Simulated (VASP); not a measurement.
Input of a VASP 6.6.1 run:

File INCAR:

```
SYSTEM = SnSe
PREC     = Accurate       ! precision mode
ENCUT    = 600            ! plane-wave cutoff, eV
EDIFF    = 1E-6           ! SCF threshold, eV
ISMEAR   = -1             ! smearing method
SIGMA    = 0.01           ! smearing width, eV
LREAL    = .FALSE.        ! projectors in reciprocal space
LASPH    = .TRUE.         ! aspherical terms in the spheres
NELM     = 80             ! most SCF steps
ALGO     = Normal         ! electronic algorithm
ISIF     = 3              ! what is computed and relaxed
LWAVE    = .FALSE.        ! write WAVECAR
LCHARG   = .FALSE.        ! write CHGCAR
GGA      = PS             ! functional
IBRION   = 2              ! ionic algorithm
NSW      = 80             ! ionic steps
EDIFFG   = -0.02          ! ionic threshold
PSTRESS  = 450.0
```

KPOINTS

```
Automatic mesh
0
G
  5 5 5
  0 0 0
```

The input POSCAR:

```
SnSe
1.0
    0.0000000000      3.0100000000      3.0100000000
    3.0100000000      0.0000000000      3.0100000000
    3.0100000000      3.0100000000      0.0000000000
Sn Se
1 1
Direct
    0.0000000000      0.0000000000      0.0000000000
    0.5000000000      0.5000000000      0.5000000000
```

Potentials or basis: VASP PAW PBE potentials, release 64 (Sn_d, Se).

Command:

```console
$ cat potpaw_PBE.64/Sn_d/POTCAR potpaw_PBE.64/Se/POTCAR > POTCAR
$ mpirun -np 1 vasp_std > vasp.out
```

**Question.** What does it give for the space group after relaxing (to 0.05 Å)?

**Answer.** Fm-3m (No. 225).

**Question.** Estimate the relaxed cell.

**Answer.** a = 3.714 Å, b = 3.714 Å, c = 3.714 Å, α = 60.00°, β = 60.00°, γ = 60.00°.

**Question.** Estimate the relaxed volume.

**Answer.** 18.11 Å³/atom.

The path:
```csv
step,energy change (eV),largest force (eV/Å),pressure (GPa),volume (Å³)
1,0.0000,0.0000,-2.07,54.54
2,62.5309,0.0000,1849.08,12.59
3,0.0507,0.0000,5.47,48.37
4,0.2751,0.0000,13.12,44.41
5,2.0287,0.0000,54.38,34.86
6,1.5228,0.0000,42.88,36.54
7,1.6117,0.0000,44.89,36.21
```

Caveat: the cell is relaxed towards a set pressure, so the enthalpy falls and the energy may rise; the volume moved by over 15 % at a fixed basis, so the end points are rough; the PAW data sets were made with another functional, which shifts forces and pressure a little.
